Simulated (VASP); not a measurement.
Wanted: the native input for a VASP 6.6.1 run.

```
Task                   : single point
Functional             : PBE
Potentials or basis    : VASP PAW PBE potentials, release 64 (N, Hf_pv)
Cutoff                 : 520 eV
k mesh                 : 12 × 12 × 1
Occupations            : gaussian, width 0.1 eV
Spin                   : no spin polarisation
Dipole correction      : yes
Further INCAR settings : ALGO = Fast; EDIFF = 1e-06; NBANDS = 48
```

The structure of HfN lies in POSCAR:

```
HfN
1.0
    3.1999394435      0.0000000000      0.0000000000
   -1.5999697218      2.7712288487      0.0000000000
    0.0000000000      0.0000000000     26.7573282667
N Hf
5 5
Direct
    0.3333333333      0.6666666667      0.2802970433
    0.0000000000      0.0000000000      0.3779428018
    0.6666666667      0.3333333333      0.4755885604
    0.3333333333      0.6666666667      0.5732343189
    0.0000000000      0.0000000000      0.6708800774
    0.6666666667      0.3333333333      0.3291199226
    0.3333333333      0.6666666667      0.4267656811
    0.0000000000      0.0000000000      0.5244114396
    0.6666666667      0.3333333333      0.6220571982
    0.3333333333      0.6666666667      0.7197029567
```

The input as run:

INCAR

```
SYSTEM = HfN
PREC     = Accurate       ! precision mode
ENCUT    = 520            ! plane-wave cutoff, eV
EDIFF    = 1E-6           ! SCF threshold, eV
ISMEAR   = 0              ! smearing method
SIGMA    = 0.1            ! smearing width, eV
LREAL    = .FALSE.        ! projectors in reciprocal space
LASPH    = .TRUE.         ! aspherical terms in the spheres
NELM     = 100            ! most SCF steps
ALGO     = Fast           ! electronic algorithm
ISIF     = 2              ! what is computed and relaxed
LWAVE    = .FALSE.        ! write WAVECAR
LCHARG   = .TRUE.         ! write CHGCAR
LDIPOL   = .TRUE.       
IDIPOL   = 3            
DIPOL    = 0.5 0.5 0.500
GGA      = PE             ! functional
LELF     = .TRUE.         ! ELF
LVHAR    = .TRUE.       
LVACPOTAV= .TRUE.       
NBANDS   = 48             ! bands
```

KPOINTS

```
Automatic mesh
0
G
  12 12 1
  0 0 0
```

Potentials or basis: VASP PAW PBE potentials, release 64 (N, Hf_pv).

Run with:

```sh
$ cat potpaw_PBE.64/N/POTCAR potpaw_PBE.64/Hf_pv/POTCAR > POTCAR
$ mpirun -np 1 vasp_std > vasp.out
```

Results of the run:

The largest force is 6.920 eV/Å and the band gap on the k mesh is zero (an odd number of electrons rules out a gap without spin polarisation).

Caveat: spin-orbit coupling is left out, which moves the levels of the heavy elements; an odd number of electrons without spin polarisation forces a metal; a magnetic or distorted state may lie lower.

It took 30 min on 1 thread of Oxide Virtual Turin-like Processor, on a shared host, peak memory 0.39 GiB.
